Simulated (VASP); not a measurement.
B2P3, 25 atoms in the cell. The cell holds a disordered packing, 25 atoms: a = 7.015 Å, b = 7.223 Å, c = 7.246 Å, α = 89.15°, β = 90.07°, γ = 88.87°. 

```yaml
Program: VASP 6.6.1
Task: single point
Functional: PBE
Potentials_or_basis: VASP PAW PBE potentials, release 64 (P, B)
Cutoff: 420 eV
k_mesh: 1 × 1 × 1, shifted
Occupations: fermi-dirac, width 0.1379 eV
Spin: no spin polarisation
Dipole_correction: no
Further_INCAR_settings: LREAL = Auto; ALGO = Normal; EDIFF = 1e-06; NBANDS = 70; ISYM = -1
```

Potentials or basis: VASP PAW PBE potentials, release 64 (P, B).

The run is started by

```console
$ cat potpaw_PBE.64/P/POTCAR potpaw_PBE.64/B/POTCAR > POTCAR
$ mpirun -np 1 vasp_std > vasp.out
```

Hardware: 1 thread of Intel Xeon 8259CL, with other jobs on the host.

Task: How long does it take, and how much memory?

Result: It took 79 s on 1 thread of Intel Xeon 8259CL (shared host), peak memory 0.32 GiB. Counts: scf iterations 16, k points 1.
